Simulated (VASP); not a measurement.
Input of a VASP 6.6.1 run:

File INCAR:

```
SYSTEM = Os
PREC     = Accurate       ! precision mode
ENCUT    = 520            ! plane-wave cutoff, eV
EDIFF    = 1E-7           ! SCF threshold, eV
ISMEAR   = -1             ! smearing method
SIGMA    = 0.05           ! smearing width, eV
LREAL    = .False.        ! projectors in reciprocal space
LASPH    = .True.         ! aspherical terms in the spheres
NELM     = 60             ! most SCF steps
ALGO     = Normal         ! electronic algorithm
ISIF     = 2              ! what is computed and relaxed
LWAVE    = .False.        ! write WAVECAR
LCHARG   = .False.        ! write CHGCAR
GGA      = PE             ! functional
NBANDS   = 10             ! bands
```

File KPOINTS:

```
regular mesh
0
Gamma
  9 9 9
  0 0 0
```

The input POSCAR:

```
Os
1.0
    2.5564757175      0.0000000000      0.0000000000
    0.0000000000      2.5564757175      0.0000000000
    0.0000000000      0.0000000000      2.5564757175
Os
1
Direct
    0.0000000000      0.0000000000      0.0000000000
```

Potentials or basis: VASP PAW PBE potentials, release 64 (Os).

Launch:

```bash
$ cat potpaw_PBE.64/Os/POTCAR > POTCAR
$ mpirun -np 1 vasp_std > vasp.out
```

(1) Predict the pressure.

(2) What does it give for the band gap on the k mesh?

## Answers

(1) -0.4 GPa.

(2) zero (band 4 reaches 11.21 eV, above the bottom of band 5 at 6.27 eV).

Caveat: spin-orbit coupling is left out, which moves the levels of the heavy elements.
